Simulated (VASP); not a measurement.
# Sc (Fm-3m) in VASP: a series of runs, part 2 of 2

VASP 6.6.1.

### Step 5. Single point, PBEsol

This run uses another cell than the first one, of 23.55 Å³/atom, 0.988 times its volume.

Input file INCAR:

```
ALGO     = Normal         # electronic algorithm
EDIFF    = 1E-6           # SCF threshold, eV
ENCUT    = 520            # plane-wave cutoff, eV
GGA      = PS             # functional
ISIF     = 2              # what is computed and relaxed
ISMEAR   = 0              # smearing method
LASPH    = True           # aspherical terms in the spheres
LCHARG   = True           # write CHGCAR
LELF     = True           # ELF
LREAL    = False          # projectors in reciprocal space
LVHAR    = True         
LWAVE    = False          # write WAVECAR
NBANDS   = 12             # bands
NELM     = 80             # most SCF steps
PREC     = Accurate       # precision mode
SIGMA    = 0.1            # smearing width, eV
```

Input file KPOINTS:

```
k-points
0
Gamma
  16 16 16
```

Input file POSCAR:

```
Sc
1.0
    0.0000000000      2.2750028326      2.2750028326
    2.2750028326      0.0000000000      2.2750028326
    2.2750028326      2.2750028326      0.0000000000
Sc
1
Direct
    0.0000000000      0.0000000000      0.0000000000
```

Potentials or basis: VASP PAW PBE potentials, release 64 (Sc_sv).

Command:

```
$ cat potpaw_PBE.64/Sc_sv/POTCAR > POTCAR
$ mpirun -np 1 vasp_std > vasp.out
```

OUTCAR:

```text
EDIFF = 1E-6
   ENCUT = 520
   GGA = PS
   ISIF = 2
   ISMEAR = 0
   LASPH = True
   LREAL = False
   NELM = 80
   PREC = Accurate

 ion  position               nearest neighbor table
   1  0.000  0.000  0.000-

  LATTYP: Found a face centered cubic cell.
 ALAT       =     4.5500056652

  Lattice vectors:

 A1 = (   0.0000000000,   2.2750028326,   2.2750028326)
 A2 = (   2.2750028326,   0.0000000000,   2.2750028326)
 A3 = (   2.2750028326,   2.2750028326,   0.0000000000)

Analysis of symmetry for initial positions (statically):
=====================================================================
 Subroutine PRICEL returns:
 Original cell was already a primitive cell.

 Routine SETGRP: Setting up the symmetry group for a
 face centered cubic supercell.

 Subroutine GETGRP returns: Found 48 space group operations
[... 9 lines left out ...]

 Routine SETGRP: Setting up the symmetry group for a
 face centered cubic supercell.

 Subroutine GETGRP returns: Found 48 space group operations
[... 11 lines left out ...]
                                     Primitive cell

  volume of cell :      23.5492

  direct lattice vectors                    reciprocal lattice vectors
[... 135 lines left out ...]
 val. band max:        3.9014463672   @ k =   0.4375   0.2500   0.0625
 cond. band min:       3.9203956190   @ k =  -0.3125   0.2500   0.0625
 fundamental gap:      0.0189492517
 Fermi energy:         3.9060455516

 k-point     1 :       0.0000    0.0000    0.0000
  band No.  band energies     occupation
      1     -45.1935      2.00000
      2     -23.6682      2.00000
      3     -23.6682      2.00000
      4     -23.6682      2.00000
      5      -1.3788      2.00000
      6       5.5454      0.00000
      7       5.5454      0.00000
      8       5.5454      0.00000
      9       7.0151      0.00000
     10       7.0151      0.00000
     11      16.6795      0.00000
     12      20.2260      0.00000
[... 331 lines left out ...]
 k-point    24 :      -0.0625    0.0625    0.0000
  band No.  band energies     occupation
      1     -45.1862      2.00000
      2     -23.7127      2.00000
      3     -23.6811      2.00000
      4     -23.6714      2.00000
      5      -1.1047      2.00000
      6       5.3384      0.00000
      7       5.6471      0.00000
      8       5.6500      0.00000
      9       6.8699      0.00000
     10       7.0210      0.00000
     11      16.9273      0.00000
     12      18.6351      0.00000

 [... further k-points ...]
[... 5 lines left out ...]
  --------------------------------------------------------------------------------------
  -------------------------------------------------------------------------------------
  Total        0.0100438      0.0100438      0.0100438      0.0000000      0.0000000      0.0000000
  in kB        0.6833367      0.6833367      0.6833367      0.0000000      0.0000000      0.0000000
  external PRESSURE =       0.6833367 kB  Pullay stress =       0.0000000 kB

 VOLUME and BASIS-vectors are now :
 -----------------------------------------------------------------------------
  energy-cutoff  :      520.00
  volume of cell :       23.55
      direct lattice vectors                 reciprocal lattice vectors
     0.000000000  2.275002833  2.275002833    -0.219779946  0.219779946  0.219779946
     2.275002833  0.000000000  2.275002833     0.219779946 -0.219779946  0.219779946
     2.275002833  2.275002833  0.000000000     0.219779946  0.219779946 -0.219779946

 POSITION                                       TOTAL-FORCE (eV/Angst)
 -----------------------------------------------------------------------------------
      0.00000      0.00000      0.00000        -0.000000     -0.000000      0.000000
 -----------------------------------------------------------------------------------
    total drift:                                0.000000      0.000000     -0.000000

  FREE ENERGIE OF THE ION-ELECTRON SYSTEM (eV)
  ---------------------------------------------------
  free  energy   TOTEN  =        -6.5638587095 eV

  energy  without entropy=       -6.5544874078  energy(sigma->0) =       -6.55917306
```

stdout:

```text
POSCAR found type information on POSCAR Sc
 POSCAR found :  1 types and       1 ions
 scaLAPACK will be used
 -----------------------------------------------------------------------------
|                                                                             |
|                                                                             |
|     You enforced a specific xc type in the INCAR file but a different       |
|     I HOPE YOU KNOW WHAT YOU ARE DOING!                                     |
|                                                                             |
 -----------------------------------------------------------------------------

 LDA part: xc-table for (Slater+PW92), standard interpolation
 POSCAR, INCAR and KPOINTS ok, starting setup
 FFT: planning ... GRIDC
 FFT: planning ... GRID_SOFT
 FFT: planning ... GRID
 WAVECAR not read
 entering main loop
```

Wall time 10 s (1 thread of Intel Xeon 6975P-C (Granite Rapids), shared host); peak memory 0.16 GiB.

What came out:

```
Free energy : -6.5639 eV
Pressure    : 0.1 GPa
```

Levels at points of the mesh, in eV from the Fermi level:
| k point | band 3 | band 4 | band 5 | band 6 | band 7 | band 8 |
| --- | --- | --- | --- | --- | --- | --- |
| (0.00, 0.00, 0.00) | -27.57 | -27.57 | -5.28 | 1.64 | 1.64 | 1.64 |
| (0.50, 0.00, 0.00) | -27.64 | -27.64 | -1.83 | 0.33 | 1.52 | 1.52 |
| (0.50, 0.50, 0.00) | -27.74 | -27.74 | -1.62 | -0.70 | 2.08 | 4.06 |

Caveat: the PAW data sets were made with another functional, which shifts forces and pressure a little.

### Step 6. Summary

```csv
task,cell,k mesh,cutoff (eV),gap on the mesh (eV),pressure (GPa)
single point,"a = 3.230 Å, angles 60.0°, 1 atom",6 × 6 × 6,520,none,-0.3
single point,"a = 3.579 Å, angles 60.0°, 1 atom",6 × 6 × 6,520,none,-10.3
relaxation of cell and atoms,"relaxed from a = 3.579 Å, angles 60.0°, 1 atom",6 × 6 × 6,600,none,0.2
single point,"a = 3.217 Å, angles 60.0°, 1 atom",16 × 16 × 16,520,none,0.1
```

Alike in all rows: level PBEsol; potentials or basis VASP PAW PBE potentials, release 64 (Sc_sv); no spin polarisation; smearing gaussian 0.1 eV.

Caveats: some runs use coarse meshes; the PAW data sets were made with another functional, which shifts forces and pressure a little; the volume moved by over 15 % at a fixed basis, so the end points are rough (some runs).

Absolute energies hang on the potentials; compare differences alone.
